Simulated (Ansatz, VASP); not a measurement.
## Re in VASP and in Ansatz

```xyz
2
Lattice="2.8062 0.0000 0.0000 -1.4031 2.4303 0.0000 0.0000 0.0000 4.4798" Properties=species:S:1:pos:R:3 pbc="T T T"
Re    0.0000    1.6202    1.1199
Re    1.4031    0.8101    3.3598
```

Alike in both runs: functional LDA; k mesh 17 × 17 × 9; occupations fermi-dirac, width 0.05 eV; no spin polarisation.

Ansatz relaxed the structure, and its values are those at the end. VASP's run is a single point on that final structure, the one shown.

```csv
,VASP,Ansatz
version,VASP 6.6.1,Ansatz 0.2.0
potentials or method,"VASP PAW LDA potentials, release 64 (Re), cutoff 520 eV","all-electron LAPW, non-relativistic"
```

|  | VASP | Ansatz | Ansatz less VASP |
| --- | --- | --- | --- |
| pressure (GPa) | -21.6 | 0.0 | +21.55 |

LDA's correlation is that of Perdew and Zunger in VASP and of Perdew and Wang (1992) in Ansatz. One of these differences is far larger than is usual between the two programs; its cause wasn't traced. Ansatz ran all-electron here, and VASP with PAW potentials.

Neither program's run includes spin-orbit coupling.
